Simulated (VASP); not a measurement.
# Pd (Fm-3m) in VASP: a series of runs

Runs on Pd. Level: PBEsol. Tasks: single point, relaxation of cell and atoms.

Everything below comes from runs of VASP 6.6.1. Logs are shortened: lines on timing, memory, paths and dates and some standing lists are left out, and cuts for length are marked.

## Step 1: The cell of the first run

It takes space group Fm-3m (No. 225, cubic). The conventional cell has a = 4.028 Å, b = 4.028 Å, c = 4.028 Å, α = 90.00°, β = 90.00°, γ = 90.00°. Pd (site symmetry m-3m) has 12 Pd at 2.85 Å within 3.8 Å.

## Step 2: Single point, PBEsol (volume scaled by 1.12)

INCAR reads:

```
PREC = Accurate
ENCUT = 520
EDIFF = 1E-6
ISMEAR = -1
SIGMA = 0.1
LREAL = False
LASPH = True
NELM = 80
ALGO = Normal
ISIF = 2
LWAVE = False
LCHARG = False
GGA = PS
NBANDS = 11
```

KPOINTS reads:

```
Automatic mesh
0
Gamma
  23 23 23
```

POSCAR reads:

```
Pd
1.0
    0.0000000000      2.0140315442      2.0140315442
    2.0140315442      0.0000000000      2.0140315442
    2.0140315442      2.0140315442      0.0000000000
Pd
1
Direct
    0.0000000000      0.0000000000      0.0000000000
```

Potentials or basis: VASP PAW PBE potentials, release 64 (Pd).

On the command line:

```console
$ cat potpaw_PBE.64/Pd/POTCAR > POTCAR
$ mpirun -np 1 vasp_std > vasp.out
```

OUTCAR:

```text
PREC = Accurate
   ENCUT = 520
   EDIFF = 1E-6
   ISMEAR = -1
   LREAL = False
   LASPH = True
   NELM = 80
   ISIF = 2
   GGA = PS

 ion  position               nearest neighbor table
   1  0.000  0.000  0.000-

  LATTYP: Found a face centered cubic cell.
 ALAT       =     4.0280630884

  Lattice vectors:

 A1 = (   0.0000000000,   2.0140315442,   2.0140315442)
 A2 = (   2.0140315442,   0.0000000000,   2.0140315442)
 A3 = (   2.0140315442,   2.0140315442,   0.0000000000)

Analysis of symmetry for initial positions (statically):
=====================================================================
 Subroutine PRICEL returns:
 Original cell was already a primitive cell.

 Routine SETGRP: Setting up the symmetry group for a
 face centered cubic supercell.

 Subroutine GETGRP returns: Found 48 space group operations
 (whereof 48 operations were pure point group operations)
 out of a pool of 48 trial point group operations.

The static configuration has the point symmetry O_h .

Analysis of symmetry for dynamics (positions and initial velocities):
=====================================================================
 Subroutine PRICEL returns:
 Original cell was already a primitive cell.

 Routine SETGRP: Setting up the symmetry group for a
 face centered cubic supercell.

 Subroutine GETGRP returns: Found 48 space group operations
 (whereof 48 operations were pure point group operations)
 out of a pool of 48 trial point group operations.

The dynamic configuration has the point symmetry O_h .

 Subroutine INISYM returns: Found 48 space group operations
 (whereof 48 operations are pure point group operations),
 and found     1 'primitive' translations

----------------------------------------------------------------------------------------

                                     Primitive cell

  volume of cell :      16.3391

  direct lattice vectors                    reciprocal lattice vectors
     0.000000000  2.014031544  2.014031544    -0.248258277  0.248258277  0.248258277
     2.014031544  0.000000000  2.014031544     0.248258277 -0.248258277  0.248258277
     2.014031544  2.014031544  0.000000000     0.248258277  0.248258277 -0.248258277

  length of vectors
     2.848270725  2.848270725  2.848270725     0.429995948  0.429995948  0.429995948

  position of ions in fractional coordinates (direct lattice)
     0.000000000  0.000000000  0.000000000

  ion indices of the primitive-cell ions
   primitive index   ion index
                 1           1

----------------------------------------------------------------------------------------

 KPOINTS: Automatic mesh

Automatic generation of k-mesh.
 Grid dimensions read from file:
 generate k-points for:   23   23   23

 Generating k-lattice:

  Cartesian coordinates                     Fractional coordinates (reciprocal lattice)
    -0.010793838  0.010793838  0.010793838     0.043478261  0.000000000  0.000000000
     0.010793838 -0.010793838  0.010793838     0.000000000  0.043478261  0.000000000
     0.010793838  0.010793838 -0.010793838     0.000000000  0.000000000  0.043478261

  Length of vectors
     0.018695476  0.018695476  0.018695476

  Shift w.r.t. Gamma in fractional coordinates (k-lattice)
     0.000000000  0.000000000  0.000000000

 Subroutine IBZKPT returns following result:
 ===========================================

 Found    364 irreducible k-points:

 Following reciprocal coordinates:
            Coordinates               Weight
  0.000000  0.000000  0.000000      1.000000
  0.043478  0.000000  0.000000      8.000000
  0.086957  0.000000  0.000000      8.000000
  0.130435  0.000000  0.000000      8.000000
  0.173913  0.000000  0.000000      8.000000
  0.217391  0.000000  0.000000      8.000000
[... 16 lines left out ...]
  0.478261  0.043478  0.000000     24.000000
 -0.478261  0.043478  0.000000     24.000000
 [... further k-points ...]
   k-points           NKPTS =    364   k-points in BZ     NKDIM =    364   number of bands    NBANDS=     11
   number of dos      NEDOS =    301   number of ions     NIONS =      1
   total plane-waves  NPLWV =  13824
   dimension x,y,z NGX =    24 NGY =   24 NGZ =   24
   dimension x,y,z NGXF=    48 NGYF=   48 NGZF=   48
   ions per type =               1
   NGX,Y,Z   is equivalent  to a cutoff of  14.01, 14.01, 14.01 a.u.
   NGXF,Y,Z  is equivalent  to a cutoff of  28.02, 28.02, 28.02 a.u.
 SYSTEM =  unknown system
   PREC   = accura    normal or accurate (medium, high low for compatibility)
   ISTART =      0    job   : 0-new  1-cont  2-samecut
   ICHARG =      2    charge: 1-file 2-atom 10-const
   ISPIN  =      1    spin polarized calculation?
   LNONCOLLINEAR =      F non collinear calculations
   LSORBIT =      F    spin-orbit coupling
   LASPH  =      T    aspherical Exc in radial PAW
   ENCUT  =  520.0 eV  38.22 Ry    6.18 a.u.   5.30  5.30  5.30*2*pi/ulx,y,z
   NELM   =     80;   NELMIN=  2; NELMDL= -5     # of ELM steps
   EDIFF  = 0.1E-05   stopping-criterion for ELM
   LREAL  =      F    real-space projection
   EDIFFG = 0.1E-04   stopping-criterion for IOM
   NSW    =      0    number of steps for IOM
   IBRION =     -1    ionic relax: 0-MD 1-quasi-New 2-CG
   NFREE  =      0    steps in history (QN), initial steepest desc. (CG)
   ISIF   =      2    stress and relaxation
   ISYM   =      2    0-nonsym 1-usesym 2-fastsym
   POTIM  = 0.5000    time-step for ionic-motion
   TEBEG  =    0.0;   TEEND  =   0.0 temperature during run
   PSTRESS=    0.0 pullay stress
   NELECT =      10.0000    total number of electrons
   NUPDOWN=      -1.0000    fix difference up-down
   EMIN   =  10.00;   EMAX   =-10.00  energy-range for DOS
   EFERMI =   0.00;   METHOD = LEGACY
   ISMEAR =    -1;   SIGMA  =   0.10  broadening in eV -4-tet -1-fermi 0-gaus
   EFERMI_NEDOS =   21; number of points for ismear=-14 and -15
   IALGO  =     38    algorithm
   IMIX   =      4    mixing-type and parameters
     AMIX     =   0.40;   BMIX     =  1.00
     AMIX_MAG =   1.60;   BMIX_MAG =  1.00
  volume/ion in A,a.u.               =      16.34       110.26
  Fermi-wavevector in a.u.,A,eV,Ry     =   1.389948  2.626621 26.285851  1.931956
  Thomas-Fermi vector in A             =   2.513930
   LORBIT       =      0    0 simple, 1 ext, 2 COOP (PROOUT), +10 PAW based schemes
   GGA     = PS    functional components
   LHFCALC =     F    Hartree Fock is set to
   AEXX    =    0.0000 exact exchange contribution
   IVDW    =     0    specifies the selected vdW correction
   LEPSILON=     F    determine dielectric tensor
   LRPA    =     F    only Hartree local field effects (RPA)
 non-spin polarized calculation
  energy-cutoff  :      520.00
  volume of cell :       16.34
 maximum number of plane-waves:       459
 NGX is ok and might be reduce to    24
   NGX = 11   NGY = 11   NGZ = 11

 number of electron      10.0000001 magnetization

 Free energy of the ion-electron system (eV)
  ---------------------------------------------------
  ext. energy  EPLUGINS =         0.00000000
  ---------------------------------------------------
  free energy    TOTEN  =        -5.88867789 eV

  energy without entropy =       -5.81845466  energy(sigma->0) =       -5.85356628

 E-fermi :   8.0119     XC(G=0): -12.7541

 val. band max:        8.0107346852   @ k =  -0.3043   0.3913   0.1739
 cond. band min:       8.0138471614   @ k =  -0.3478   0.3913   0.1739
 fundamental gap:      0.0031124762
 Fermi energy:         8.0119269394

 k-point     1 :       0.0000    0.0000    0.0000
  band No.  band energies     occupation
      1       1.5156      2.00000
      2       5.5654      2.00000
      3       5.5654      2.00000
      4       5.5654      2.00000
      5       6.9427      1.99995
      6       6.9427      1.99995
      7      25.0160      0.00000
      8      29.2041      0.00000
      9      29.2041      0.00000
     10      29.2041      0.00000
     11      33.9572      0.00000

 k-point     2 :       0.0435    0.0000    0.0000
  band No.  band energies     occupation
      1       1.5788      2.00000
      2       5.5446      2.00000
      3       5.5864      2.00000
      4       5.5864      2.00000
      5       6.9329      1.99996
      6       6.9329      1.99996
      7      25.0708      0.00000
      8      28.7110      0.00000
      9      29.2636      0.00000
     10      29.2636      0.00000
     11      34.2477      0.00000

 k-point     3 :       0.0870    0.0000    0.0000
  band No.  band energies     occupation
      1       1.7649      2.00000
      2       5.4882      2.00000
      3       5.6445      2.00000
      4       5.6445      2.00000
      5       6.9090      1.99997
      6       6.9090      1.99997
      7      25.1942      0.00000
      8      27.6184      0.00000
      9      29.4339      0.00000
     10      29.4339      0.00000
     11      34.3419      0.00000

 k-point     4 :       0.1304    0.0000    0.0000
  band No.  band energies     occupation
      1       2.0614      2.00000
      2       5.4154      2.00000
      3       5.7242      2.00000
      4       5.7242      2.00000
      5       6.8876      1.99997
      6       6.8876      1.99997
      7      25.1457      0.00000
      8      26.5036      0.00000
      9      29.6877      0.00000
     10      29.6877      0.00000
     11      33.5511      0.00000

 k-point     5 :       0.1739    0.0000    0.0000
  band No.  band energies     occupation
      1       2.4411      2.00000
      2       5.3626      2.00000
      3       5.7972      2.00000
      4       5.7972      2.00000
      5       6.8976      1.99997
      6       6.8976      1.99997
      7      24.2241      0.00000
      8      26.1044      0.00000
      9      29.9709      0.00000
     10      29.9709      0.00000
     11      32.8444      0.00000

 k-point     6 :       0.2174    0.0000    0.0000
  band No.  band energies     occupation
      1       2.8491      2.00000
      2       5.3935      2.00000
      3       5.8309      2.00000
      4       5.8309      2.00000
      5       6.9713      1.99994
      6       6.9713      1.99994
      7      22.7642      0.00000
      8      26.0116      0.00000
      9      30.1792      0.00000
     10      30.1792      0.00000
     11      32.5637      0.00000

 k-point     7 :       0.2609    0.0000    0.0000
  band No.  band energies     occupation
      1       3.1931      2.00000
      2       5.6054      2.00000
      3       5.8117      2.00000
      4       5.8117      2.00000
      5       7.1181      1.99974
      6       7.1181      1.99974
      7      21.1888      0.00000
      8      25.7831      0.00000
      9      30.1406      0.00000
     10      30.1406      0.00000
     11      32.7885      0.00000

 k-point     8 :       0.3043    0.0000    0.0000
  band No.  band energies     occupation
      1       3.3908      2.00000
      2       5.7545      2.00000
      3       5.7545      2.00000
      4       6.0793      2.00000
      5       7.3155      1.99811
      6       7.3155      1.99811
      7      19.5942      0.00000
      8      25.4291      0.00000
      9      29.7567      0.00000
     10      29.7567      0.00000
     11      33.0037      0.00000
[... 141 lines left out ...]
 k-point    19 :       0.3043    0.0435    0.0000
  band No.  band energies     occupation
      1       3.3910      2.00000
      2       5.7145      2.00000
      3       5.8165      2.00000
      4       5.8269      2.00000
      5       7.2163      1.99930
      6       7.3805      1.99639
      7      20.1583      0.00000
      8      25.5566      0.00000
      9      28.7730      0.00000
     10      30.6283      0.00000
     11      32.1573      0.00000

 k-point    20 :       0.3478    0.0435    0.0000
  band No.  band energies     occupation
      1       3.4886      2.00000
      2       5.6765      2.00000
      3       5.7501      2.00000
      4       6.3393      2.00000
      5       7.5419      1.98197
      6       7.5772      1.97445
      7      18.5789      0.00000
      8      25.1823      0.00000
      9      28.4177      0.00000
     10      29.7675      0.00000
     11      32.8260      0.00000

 k-point    21 :       0.3913    0.0435    0.0000
  band No.  band energies     occupation
      1       3.4950      2.00000
      2       5.6022      2.00000
      3       5.6804      2.00000
      4       6.9368      1.99996
      5       7.7570      1.85502
      6       7.9947      1.08608
      7      17.0798      0.00000
      8      24.8361      0.00000
      9      28.0688      0.00000
     10      28.9721      0.00000
     11      33.3173      0.00000

 k-point    22 :       0.4348    0.0435    0.0000
  band No.  band energies     occupation
      1       3.4699      2.00000
      2       5.5441      2.00000
      3       5.6214      2.00000
      4       7.3693      1.99677
      5       7.8909      1.54066
      6       8.6274      0.00424
      7      15.7531      0.00000
      8      24.5696      0.00000
      9      27.8209      0.00000
     10      28.3198      0.00000
     11      33.6193      0.00000

 k-point    23 :       0.4783    0.0435    0.0000
  band No.  band energies     occupation
      1       3.4465      2.00000
      2       5.5107      2.00000
      3       5.5824      2.00000
      4       7.6020      1.96737
      5       7.9572      1.26689
      6       9.2482      0.00001
      7      14.7821      0.00000
      8      24.4089      0.00000
      9      27.7404      0.00000
     10      27.8553      0.00000
     11      33.7362      0.00000

 k-point    24 :      -0.4783    0.0435    0.0000
  band No.  band energies     occupation
      1       3.4400      2.00000
      2       5.5055      2.00000
      3       5.5686      2.00000
      4       7.6824      1.92853
      5       7.9442      1.32627
      6       9.4588      0.00000
      7      14.4939      0.00000
      8      24.3653      0.00000
      9      27.6020      0.00000
     10      27.8660      0.00000
     11      33.7413      0.00000

 [... further k-points ...]
[... 5 lines left out ...]
  --------------------------------------------------------------------------------------
  -------------------------------------------------------------------------------------
  Total       -1.7423364     -1.7423364     -1.7423364      0.0000000      0.0000000      0.0000000
  in kB     -170.8495292   -170.8495292   -170.8495292      0.0000000      0.0000000      0.0000000
  external PRESSURE =    -170.8495292 kB  Pullay stress =       0.0000000 kB

 VOLUME and BASIS-vectors are now :
 -----------------------------------------------------------------------------
  energy-cutoff  :      520.00
  volume of cell :       16.34
      direct lattice vectors                 reciprocal lattice vectors
     0.000000000  2.014031544  2.014031544    -0.248258277  0.248258277  0.248258277
     2.014031544  0.000000000  2.014031544     0.248258277 -0.248258277  0.248258277
     2.014031544  2.014031544  0.000000000     0.248258277  0.248258277 -0.248258277

 POSITION                                       TOTAL-FORCE (eV/Angst)
 -----------------------------------------------------------------------------------
      0.00000      0.00000      0.00000         0.000000      0.000000      0.000000
 -----------------------------------------------------------------------------------
    total drift:                                0.000000      0.000000     -0.000000

  FREE ENERGIE OF THE ION-ELECTRON SYSTEM (eV)
  ---------------------------------------------------
  free  energy   TOTEN  =        -5.8886778936 eV

  energy  without entropy=       -5.8184546637  energy(sigma->0) =       -5.85356628
```

Run time: 44 s. Hardware: 1 thread of Intel Xeon Platinum 8259CL at 2.50GHz (Skylake/Cascade Lake), shared host; peak memory 0.19 GiB.

Results:

| Item | Value |
| --- | --- |
| Free energy | -5.8887 eV |
| Pressure | -17.1 GPa |
| Band gap on the k mesh | zero (band 5 reaches 8.21 eV, above the bottom of band 6 at 6.89 eV) |

Caveat: the PAW data sets were made with another functional, which shifts forces and pressure a little.

(Part 1 of 2 ends here.)
